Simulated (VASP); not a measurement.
A run of VASP 6.6.1 is set up as follows.

File INCAR:

```
ALGO = Normal
EDIFF = 1E-6
ENCUT = 600
GGA = PE
GGA_COMPAT = F
ISIF = 2
ISMEAR = 0
LASPH = T
LCHARG = F
LREAL = F
LWAVE = F
NBANDS = 18
NELM = 120
PREC = Accurate
SIGMA = 0.1
```

File KPOINTS:

```
k-points
0
Gamma
  6 6 6
```

File POSCAR:

```
B3N2
1.0
    3.1341946081      0.0000000000      0.0000000000
   -1.5670973040      2.7142921510      0.0000000000
    0.0000000000      0.0000000000      3.7842509535
B N
3 2
Direct
    0.0000000000      0.0000000000      0.0000000000
    0.3333333333      0.6666666667      0.6250000000
    0.6666666667      0.3333333333      0.3750000000
    0.3333333333      0.6666666667      0.1380000000
    0.6666666667      0.3333333333      0.8620000000
```

Potentials or basis: VASP PAW PBE potentials, release 64 (B, N).

The run is started by

```sh
$ cat potpaw_PBE.64/B/POTCAR potpaw_PBE.64/N/POTCAR > POTCAR
$ mpirun -np 1 vasp_std > vasp.out
```

Q: What does it give for the band gap on the k mesh?

A: Zero (an odd number of electrons rules out a gap without spin polarisation).

Q: What does it give for the pressure?

A: 21.9 GPa.

Q: What does it give for the largest force?

A: 3.432 eV/Å.

Forces in eV/Å, atoms in the order of the input:
```
B    0.000  0.000  0.000
B    0.000  0.000 -1.775
B    0.000  0.000  1.775
N    0.000  0.000  3.432
N    0.000  0.000 -3.432
```

Caveat: the k points lie up to 0.39 Å⁻¹ apart, too coarse for converged energies and pressures of a metal; forces of over 1 eV/Å act on the atoms, so gaps and moduli don't describe the material at rest.
